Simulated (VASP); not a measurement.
Set up this calculation in VASP 6.6.1, as the native input.

```
Task                   : relaxation of cell and atoms
Functional             : PBE
Potentials or basis    : VASP PAW PBE potentials, release 64 (B, C, Br)
Cutoff                 : 600 eV
k mesh                 : 18 × 18 × 4
Occupations            : gaussian, width 0.1 eV
Spin                   : no spin polarisation
Dipole correction      : no
Further INCAR settings : ALGO = Fast; EDIFF = 1e-06; IBRION = 2; EDIFFG = -0.01; NSW = 100; ISIF = 3
```

The structure of B3C2Br lies in POSCAR:

```
B3C2Br
1.0
    2.7360057003      0.0000000000      0.0000000000
   -1.3680028501      2.3694504413      0.0000000000
    0.0000000000      0.0000000000     10.9424724781
B C Br
3 2 1
Direct
    0.6666666667      0.3333333333      0.3585667477
    0.3333333333      0.6666666667      0.6414332523
    0.0000000000      0.0000000000      0.5000000000
    0.6666666667      0.3333333333      0.6367468666
    0.3333333333      0.6666666667      0.3632531334
    0.0000000000      0.0000000000      0.0000000000
```

The cell was generated, and may not be a known phase.

The input as run:

INCAR

```
PREC = Accurate
ENCUT = 600
EDIFF = 1E-6
ISMEAR = 0
SIGMA = 0.1
LREAL = False
LASPH = True
NELM = 80
ALGO = Fast
ISIF = 3
LWAVE = False
LCHARG = False
GGA = PE
IBRION = 2
NSW = 100
EDIFFG = -0.01
```

KPOINTS

```
regular mesh
0
Gamma
  18 18 4
```

Potentials or basis: VASP PAW PBE potentials, release 64 (B, C, Br).

Command:

```sh
$ cat potpaw_PBE.64/B/POTCAR potpaw_PBE.64/C/POTCAR potpaw_PBE.64/Br/POTCAR > POTCAR
$ mpirun -np 1 vasp_std > vasp.out
```

It gave:

| Property | Result |
| --- | --- |
| Relaxed volume | 12.18 Å³/atom |
| Relaxed cell | a = 2.739 Å, b = 2.739 Å, c = 11.249 Å, α = 90.00°, β = 90.00°, γ = 120.00° |
| Space group after relaxing (to 0.1 Å) | P-3m1 (No. 164) |
| Energy gained by relaxing | 0.3 meV/atom |
| Ionic steps | 23 |
| Pressure after relaxing | 0.1 GPa |
| Largest force after relaxing | 0.009 eV/Å |
| Band gap on the k mesh | zero (bands 12 and 13 overlap by 3.42 eV) |

Caveat: this functional lacks dispersion, which binds layers or chains, so the pressure and a relaxed spacing across them are unreliable.

Run time: 44 min on 1 thread of Oxide Virtual Turin-like Processor, on a shared host, peak memory 0.35 GiB.
